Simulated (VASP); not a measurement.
Here is a VASP 6.6.1 calculation.

INCAR

```
SYSTEM = Sr
  ALGO = Normal
  EDIFF = 1E-6
  ENCUT = 520
  GGA = PS
  ISIF = 2
  ISMEAR = 1
  LASPH = .TRUE.
  LCHARG = .FALSE.
  LREAL = .FALSE.
  LWAVE = .FALSE.
  NBANDS = 17
  NELM = 60
  PREC = Accurate
  SIGMA = 0.05
```

The input KPOINTS:

```
k-points
0
G
  6 6 3
  0 0 0
```

The input POSCAR:

```
Sr
1.0
    3.6016121347      0.0000000000      0.0000000000
   -1.8008060674      3.1190876033      0.0000000000
    0.0000000000      0.0000000000      5.9334335207
Sr
2
Direct
    0.3333333333      0.6666666667      0.2500000000
    0.6666666667      0.3333333333      0.7500000000
```

Potentials or basis: VASP PAW PBE potentials, release 64 (Sr_sv).

Command:

```bash
$ cat potpaw_PBE.64/Sr_sv/POTCAR > POTCAR
$ mpirun -np 1 vasp_std > vasp.out
```

Q: What does it give for the band gap on the k mesh?

A: Zero (bands 10 and 11 overlap by 0.67 eV).

Q: Estimate the pressure.

A: 10.1 GPa.

Caveat: the cell stands under pressure; the PAW data sets were made with another functional, which shifts forces and pressure a little.
